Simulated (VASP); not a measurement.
# Ge in VASP: further runs, part 2 of 2

VASP 6.6.1. The steps go on from the part before.

## 4. Single point, PBE+D3(BJ)

Contents of INCAR:

```
SYSTEM = Ge
ALGO     = Normal         ! electronic algorithm
DIPOL    = 0.5 0.5 0.389
EDIFF    = 1E-6           ! SCF threshold, eV
ENCUT    = 520            ! plane-wave cutoff, eV
GGA      = PE             ! functional
IDIPOL   = 3            
ISIF     = 2              ! what is computed and relaxed
ISMEAR   = 0              ! smearing method
IVDW     = 12             ! dispersion correction
LASPH    = .True.         ! aspherical terms in the spheres
LCHARG   = .False.        ! write CHGCAR
LDIPOL   = .True.       
LREAL    = .False.        ! projectors in reciprocal space
LWAVE    = .False.        ! write WAVECAR
NBANDS   = 36             ! bands
NELM     = 60             ! most SCF steps
PREC     = Accurate       ! precision mode
SIGMA    = 0.1            ! smearing width, eV
```

Contents of KPOINTS:

```
k-points
0
Gamma
  9 9 1
  0 0 0
```

Contents of POSCAR:

```
Ge
1.0
    4.0226895460      0.0000000000      0.0000000000
   -2.0113447730      3.4837513384      0.0000000000
    0.0000000000      0.0000000000     18.8685220369
Ge
4
Direct
    0.3333333333      0.6666666667      0.2747571330
    0.6666666667      0.3333333333      0.2384924474
    0.0000000000      1.0000000000      0.5389146016
    0.3333333333      0.6666666667      0.5026499161
```

Potentials or basis: VASP PAW PBE potentials, release 64 (Ge_d).

Started as:

```sh
> cat potpaw_PBE.64/Ge_d/POTCAR > POTCAR
> mpirun -np 1 vasp_std > vasp.out
```

OUTCAR:

```text
SYSTEM = Ge
   EDIFF = 1E-6
   ENCUT = 520
   GGA = PE
   ISIF = 2
   ISMEAR = 0
   IVDW = 12
   LASPH = .True.
   LREAL = .False.
   NELM = 60
   PREC = Accurate
 IVDW          = 12

 ion  position               nearest neighbor table
   1  0.333  0.667  0.275-   2 2.42   2 2.42   2 2.42
   2  0.667  0.333  0.238-   1 2.42   1 2.42   1 2.42
   3  0.000  0.000  0.539-   4 2.42   4 2.42   4 2.42
   4  0.333  0.667  0.503-   3 2.42   3 2.42   3 2.42

[... 666 lines left out ...]
  Direction    XX          YY          ZZ          XY          YZ          ZX
  --------------------------------------------------------------------------------------
  -------------------------------------------------------------------------------------
  Total      -0.14806    -0.14806    -0.86444     0.00000    -0.00000     0.00000
  in kB      -0.89712    -0.89712    -5.23773     0.00000    -0.00000     0.00000
  external pressure =       -2.34 kB  Pullay stress =        0.00 kB

 VOLUME and BASIS-vectors are now :
 -----------------------------------------------------------------------------
  energy-cutoff  :      520.00
  volume of cell :      264.42
      direct lattice vectors                 reciprocal lattice vectors
     4.022689546  0.000000000  0.000000000     0.248589902  0.143523447  0.000000000
    -2.011344773  3.483751338  0.000000000     0.000000000  0.287046894  0.000000000
     0.000000000  0.000000000 18.868522037     0.000000000  0.000000000  0.052998322

 POSITION                                       TOTAL-FORCE (eV/Angst)
 -----------------------------------------------------------------------------------
     -0.00000      2.32250      5.18426         0.000000      0.000000      0.155878
      2.01134      1.16125      4.50000        -0.000000      0.000000      0.026726
      0.00000      0.00000     10.16852         0.000000     -0.000000     -0.026726
     -0.00000      2.32250      9.48426        -0.000000     -0.000000     -0.155878
 -----------------------------------------------------------------------------------
    total drift:                               -0.000001     -0.000001      0.000895

  FREE ENERGIE OF THE ION-ELECTRON SYSTEM (eV)
  ---------------------------------------------------
  free  energy   TOTEN  =       -16.9537298154 eV

  energy  without entropy=      -16.9509436928  energy(sigma->0) =      -16.95233675

 vacuum level on the upper side and lower side of the slab         3.029         3.032
```

Wall time 83 s (1 thread of Intel Xeon 6975P-C (Granite Rapids), shared host); peak memory 0.38 GiB.

Results:

```yaml
Free_energy: -16.9537 eV
Largest_force: 0.156 eV/Å
Band_gap_on_the_k_mesh: zero (filled and empty bands touch)
Dispersion_energy_per_atom: -0.189 eV
```

Forces on the atoms (eV/Å):
```
Ge   0.000  0.000  0.156
Ge   0.000  0.000  0.027
Ge   0.000  0.000 -0.027
Ge   0.000  0.000 -0.156
```

Levels at points of the mesh, in eV from the Fermi level:
```tsv
k point	band 24	band 25	band 26	band 27	band 28	band 29	band 30	band 31	band 32	band 33
(0.00, 0.00, 0.00)	-3.29	-0.46	-0.46	-0.43	-0.43	0.52	0.65	1.94	3.16	3.90
```

## 5. Single point, PBE+D3(BJ)

Contents of INCAR:

```
  PREC = Accurate
  ENCUT = 520
  EDIFF = 1E-6
  ISMEAR = 0
  SIGMA = 0.1
  LREAL = F
  LASPH = T
  NELM = 60
  ALGO = Normal
  ISIF = 2
  LWAVE = F
  LCHARG = F
  LDIPOL = T
  IDIPOL = 3
  DIPOL = 0.5 0.5 0.415
  GGA = PE
  IVDW = 12
  NBANDS = 36
```

Contents of KPOINTS:

```
Automatic mesh
0
Gamma
  9 9 1
```

Changes to POSCAR since step 4:

```diff
@@ -10,3 +10,3 @@
     0.6666666667      0.3333333333      0.2384924474
-    0.0000000000      1.0000000000      0.5389146016
-    0.3333333333      0.6666666667      0.5026499161
+    0.0000000000      1.0000000000      0.5919129233
+    0.3333333333      0.6666666667      0.5556482377
```

Potentials or basis: VASP PAW PBE potentials, release 64 (Ge_d).

Started as:

```sh
> cat potpaw_PBE.64/Ge_d/POTCAR > POTCAR
> mpirun -np 1 vasp_std > vasp.out
```

OUTCAR:

```text
PREC = Accurate
   ENCUT = 520
   EDIFF = 1E-6
   ISMEAR = 0
   LREAL = F
   LASPH = T
   NELM = 60
   ISIF = 2
   GGA = PE
   IVDW = 12
 IVDW          = 12

 ion  position               nearest neighbor table
   1  0.333  0.667  0.275-   2 2.42   2 2.42   2 2.42
   2  0.667  0.333  0.238-   1 2.42   1 2.42   1 2.42
   3  0.000  0.000  0.592-   4 2.42   4 2.42   4 2.42
   4  0.333  0.667  0.556-   3 2.42   3 2.42   3 2.42

  LATTYP: Found a hexagonal cell.
 ALAT       =     4.0226895460
 C/A-ratio  =     4.6905240440

  Lattice vectors:
[... 662 lines left out ...]
  --------------------------------------------------------------------------------------
  -------------------------------------------------------------------------------------
  Total      -0.14707    -0.14707    -0.39848     0.00000    -0.00000    -0.00000
  in kB      -0.89111    -0.89111    -2.41446     0.00000    -0.00000    -0.00000
  external pressure =       -1.40 kB  Pullay stress =        0.00 kB

 VOLUME and BASIS-vectors are now :
 -----------------------------------------------------------------------------
  energy-cutoff  :      520.00
  volume of cell :      264.42
      direct lattice vectors                 reciprocal lattice vectors
     4.022689546  0.000000000  0.000000000     0.248589902  0.143523447  0.000000000
    -2.011344773  3.483751338  0.000000000     0.000000000  0.287046894  0.000000000
     0.000000000  0.000000000 18.868522037     0.000000000  0.000000000  0.052998322

 POSITION                                       TOTAL-FORCE (eV/Angst)
 -----------------------------------------------------------------------------------
     -0.00000      2.32250      5.18426        -0.000000      0.000000      0.050261
      2.01134      1.16125      4.50000        -0.000000      0.000000      0.011850
      0.00000      0.00000     11.16852         0.000000     -0.000000     -0.011850
     -0.00000      2.32250     10.48426         0.000000     -0.000000     -0.050261
 -----------------------------------------------------------------------------------
    total drift:                               -0.000001     -0.000001      0.001178

  FREE ENERGIE OF THE ION-ELECTRON SYSTEM (eV)
  ---------------------------------------------------
  free  energy   TOTEN  =       -16.8427584140 eV

  energy  without entropy=      -16.8390519273  energy(sigma->0) =      -16.84090517

 vacuum level on the upper side and lower side of the slab         2.990         2.994
```

OSZICAR:

```text
N       E                     dE             d eps       ncg     rms          rms(c)
DAV:   1     0.488726779367E+03    0.48873E+03   -0.29726E+04  1004   0.268E+03
DAV:   2     0.608451729605E+02   -0.42788E+03   -0.42001E+03   984   0.668E+02
DAV:   3    -0.125372950589E+02   -0.73382E+02   -0.72974E+02  1132   0.189E+02
DAV:   4    -0.163032013801E+02   -0.37659E+01   -0.37595E+01   992   0.516E+01
[... 11 lines left out ...]
DAV:  16    -0.161565022238E+02   -0.93354E-04   -0.55383E-06   748   0.451E-02    0.170E-03
DAV:  17    -0.161565234258E+02   -0.21202E-04   -0.10795E-06   664   0.339E-02    0.939E-04
DAV:  18    -0.161565319047E+02   -0.84788E-05   -0.66434E-07   664   0.652E-03    0.389E-04
DAV:  19    -0.161565338325E+02   -0.19279E-05   -0.13321E-07   628   0.817E-03    0.163E-04
DAV:  20    -0.161565343047E+02   -0.47219E-06   -0.97532E-08   640   0.570E-03
   1 F= -.16842758E+02 E0= -.16840905E+02  d E =-.370649E-02
```

stdout:

```text
POSCAR found type information on POSCAR Ge
 POSCAR found :  1 types and       4 ions
 scaLAPACK will be used
 LDA part: xc-table for (Slater+PW92), standard interpolation
 POSCAR, INCAR and KPOINTS ok, starting setup
 FFT: planning ... GRIDC
 FFT: planning ... GRID_SOFT
 FFT: planning ... GRID
 WAVECAR not read
 entering main loop
```

It took 86 s on 1 thread of Intel Xeon 6975P-C (Granite Rapids), shared host; peak memory 0.38 GiB.

Results:

| Item | Value |
| --- | --- |
| Free energy | -16.8428 eV |
| Largest force | 0.050 eV/Å |
| Band gap on the k mesh | zero (filled and empty bands touch) |
| Dispersion energy per atom | -0.172 eV |

Forces on the atoms (eV/Å):
```
Ge   0.000  0.000  0.050
Ge   0.000  0.000  0.012
Ge   0.000  0.000 -0.012
Ge   0.000  0.000 -0.050
```

## 6. Single point, PBE+D3(BJ)

Contents of INCAR:

```
PREC = Accurate
ENCUT = 520
EDIFF = 1E-6
ISMEAR = 0
SIGMA = 0.1
LREAL = False
LASPH = True
NELM = 80
ALGO = Normal
ISIF = 2
LWAVE = False
LCHARG = False
LDIPOL = True
IDIPOL = 3
DIPOL = 0.5 0.5 0.375
GGA = PE
IVDW = 12
NBANDS = 36
```

Contents of KPOINTS:

```
regular mesh
0
Gamma
  9 9 1
```

Changes to POSCAR since step 5:

```diff
@@ -10,3 +10,3 @@
     0.6666666667      0.3333333333      0.2384924474
-    0.0000000000      1.0000000000      0.5919129233
-    0.3333333333      0.6666666667      0.5556482377
+    0.6666666667      0.3333333333      0.5108254912
+    1.0000000000      0.0000000000      0.4745608056
```

Potentials or basis: VASP PAW PBE potentials, release 64 (Ge_d).

Started as:

```sh
> cat potpaw_PBE.64/Ge_d/POTCAR > POTCAR
> mpirun -np 1 vasp_std > vasp.out
```

OUTCAR:

```text
PREC = Accurate
   ENCUT = 520
   EDIFF = 1E-6
   ISMEAR = 0
   LREAL = False
   LASPH = True
   NELM = 80
   ISIF = 2
   GGA = PE
   IVDW = 12
 IVDW          = 12

 ion  position               nearest neighbor table
   1  0.333  0.667  0.275-   2 2.42   2 2.42   2 2.42
   2  0.667  0.333  0.238-   1 2.42   1 2.42   1 2.42
   3  0.667  0.333  0.511-   4 2.42   4 2.42   4 2.42
   4  0.000  0.000  0.475-   3 2.42   3 2.42   3 2.42

  LATTYP: Found a hexagonal cell.
 ALAT       =     4.0226895460
 C/A-ratio  =     4.6905240440

  Lattice vectors:

 A1 = (   4.0226895460,   0.0000000000,   0.0000000000)
 A2 = (  -2.0113447730,   3.4837513384,   0.0000000000)
 A3 = (   0.0000000000,   0.0000000000,  18.8685220369)

Analysis of symmetry for initial positions (statically):
=====================================================================
 Subroutine PRICEL returns:
 Original cell was already a primitive cell.

 Routine SETGRP: Setting up the symmetry group for a
 hexagonal supercell.

 Subroutine GETGRP returns: Found 12 space group operations
 (whereof  6 operations were pure point group operations)
 out of a pool of 24 trial point group operations.

The static configuration has the point symmetry C_3v.
 The point group associated with its full space group is D_3d.
[... 166 lines left out ...]
  band No.  band energies     occupation
      1     -25.8533      2.00000
      2     -25.8533      2.00000
      3     -25.8531      2.00000
      4     -25.8531      2.00000
      5     -25.8027      2.00000
      6     -25.8027      2.00000
[... 457 lines left out ...]
     35       5.0262      0.00000
     36       5.0983      0.00000

------------------------ aborting loop because EDIFF is reached ----------------------------------------

 vacuum level on the upper side and lower side of the slab       (xc-potential included)        -0.151        -0.151

 Edisp (eV)   -0.81686

 E8    (eV) :    -0.3758

  FORCE on cell =-STRESS in cart. coord.  units (eV):
  Direction    XX          YY          ZZ          XY          YZ          ZX
  --------------------------------------------------------------------------------------
  -------------------------------------------------------------------------------------
  Total      -0.26437    -0.26437    -0.65079     0.00000    -0.00000    -0.00000
  in kB      -1.60187    -1.60187    -3.94320     0.00000    -0.00000    -0.00000
  external pressure =       -2.38 kB  Pullay stress =        0.00 kB

 VOLUME and BASIS-vectors are now :
 -----------------------------------------------------------------------------
  energy-cutoff  :      520.00
  volume of cell :      264.42
      direct lattice vectors                 reciprocal lattice vectors
     4.022689546  0.000000000  0.000000000     0.248589902  0.143523447  0.000000000
    -2.011344773  3.483751338  0.000000000     0.000000000  0.287046894  0.000000000
     0.000000000  0.000000000 18.868522037     0.000000000  0.000000000  0.052998322

 POSITION                                       TOTAL-FORCE (eV/Angst)
 -----------------------------------------------------------------------------------
     -0.00000      2.32250      5.18426         0.000000      0.000000      0.130388
      2.01134      1.16125      4.50000         0.000000      0.000000      0.022806
      2.01134      1.16125      9.63852        -0.000000     -0.000000     -0.022806
      0.00000      0.00000      8.95426        -0.000000     -0.000000     -0.130388
 -----------------------------------------------------------------------------------
    total drift:                               -0.000000     -0.000001      0.000457

  FREE ENERGIE OF THE ION-ELECTRON SYSTEM (eV)
  ---------------------------------------------------
  free  energy   TOTEN  =       -16.9965127548 eV

  energy  without entropy=      -16.9936859290  energy(sigma->0) =      -16.99509934

 vacuum level on the upper side and lower side of the slab         3.018         3.018
```

Wall time 93 s (1 thread of Intel Xeon 6975P-C (Granite Rapids), shared host); peak memory 0.38 GiB.

What came out:

- Free energy: -16.9965 eV
- Largest force: 0.130 eV/Å
- Band gap on the k mesh: zero (filled and empty bands touch)
- Dispersion energy per atom: -0.204 eV

Forces on the atoms (eV/Å):
```
Ge   0.000  0.000  0.130
Ge   0.000  0.000  0.023
Ge   0.000  0.000 -0.023
Ge   0.000  0.000 -0.130
```
